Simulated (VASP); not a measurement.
BN: single point with r2SCAN

Crystal: BN.

```
B N
1.0
     2.46441    0.00000    0.00000
    -1.23221    2.13425    0.00000
     0.00000    0.00000    4.48378
B N
2 2
Direct
  0.66667 0.33333 0.99980
  0.33333 0.66667 0.49980
  0.66667 0.33333 0.62520
  0.33333 0.66667 0.12520
```

This cell differs from its parent crystal: ratio of the length along z to the lengths across it x 1.1, volume and fractional coordinates fixed.

```
Program             : VASP 6.6.1
Task                : single point
Functional          : r2SCAN
Potentials or basis : VASP PAW PBE potentials, release 64 (B, N)
Cutoff              : 520 eV
k mesh              : 12 × 12 × 6
Occupations         : gaussian, width 0.05 eV
Spin                : no spin polarisation
```

```json
{"Pressure": "5.4 GPa", "Largest force": "0.397 eV/Å", "Band gap on the k mesh": "5.32 eV (least direct gap 6.05 eV)"}
```

Forces in eV/Å, atoms in the order of the input:
```
B    0.000  0.000  0.397
B    0.000  0.000  0.397
N    0.000  0.000 -0.397
N    0.000  0.000 -0.397
```

Stress tensor (GPa, compression positive):
```
 35.74   0.00   0.00
  0.00  35.74   0.00
  0.00   0.00 -55.35
```

Levels at points of the mesh, in eV from the valence-band top:
| k point | band 4 | band 5 | band 6 | band 7 | band 8 | band 9 | band 10 | band 11 | band 12 | band 13 |
| --- | --- | --- | --- | --- | --- | --- | --- | --- | --- | --- |
| (0.00, 0.00, 0.00) | -1.56 | -1.56 | -0.89 | 0.00 | 0.00 | 6.05 | 9.92 | 9.92 | 12.14 | 12.81 |
| (0.50, 0.00, 0.00) | -9.06 | -7.05 | -4.75 | -4.44 | -2.59 | 7.74 | 8.11 | 11.16 | 11.95 | 12.70 |
| (0.00, 0.00, 0.50) | -6.94 | -0.84 | -0.84 | -0.84 | -0.84 | 11.00 | 11.00 | 11.23 | 11.23 | 11.23 |
| (0.50, 0.00, 0.50) | -10.62 | -4.22 | -4.22 | -3.80 | -3.80 | 6.47 | 6.47 | 10.53 | 10.53 | 15.26 |

Run time: 82 s on 1 thread of Intel Xeon 8259CL, with other jobs on the host, peak memory 0.15 GiB.

Caveat: the cell stands under pressure; the PAW data sets were made with another functional, which shifts forces and pressure a little. A k mesh can miss the band edges.
